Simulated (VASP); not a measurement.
Here is a VASP 6.6.1 calculation.

The input INCAR:

```
SYSTEM = YHSe
PREC     = Accurate       ! precision mode
ENCUT    = 500            ! plane-wave cutoff, eV
EDIFF    = 1E-6           ! SCF threshold, eV
ISMEAR   = 0              ! smearing method
SIGMA    = 0.01           ! smearing width, eV
LREAL    = .False.        ! projectors in reciprocal space
LASPH    = .True.         ! aspherical terms in the spheres
NELM     = 120            ! most SCF steps
ALGO     = Normal         ! electronic algorithm
ISIF     = 2              ! what is computed and relaxed
LWAVE    = .False.        ! write WAVECAR
LCHARG   = .False.        ! write CHGCAR
NBANDS   = 16             ! bands
GGA_COMPAT= .False.
```

The input KPOINTS:

```
regular mesh
0
Gamma
  9 9 8
  0 0 0
```

The input POSCAR:

```
YHSe
1.0
    3.7163448990      0.0000000000      0.0000000000
   -1.8581724495      3.2184490918      0.0000000000
    0.0000000000      0.0000000000      3.7660173738
Y H Se
1 1 1
Direct
    0.0000000000      0.0000000000      0.0000000000
    0.3333333333      0.6666666667      0.0000000000
    0.6666666667      0.3333333333      0.5000000000
```

Potentials or basis: VASP PAW LDA potentials, release 64 (Y_sv, H, Se).

Run with:

```sh
$ cat potpaw_LDA.64/Y_sv/POTCAR potpaw_LDA.64/H/POTCAR potpaw_LDA.64/Se/POTCAR > POTCAR
$ mpirun -np 1 vasp_std > vasp.out
```

(1) Predict the pressure.

(2) Predict the band gap on the k mesh.

Answers

(1) 4.1 GPa.

(2) 1.30 eV (least direct gap 1.66 eV).

Caveat: the cell stands under pressure; an odd mesh through Γ misses points on the zone boundary, where band edges can lie.
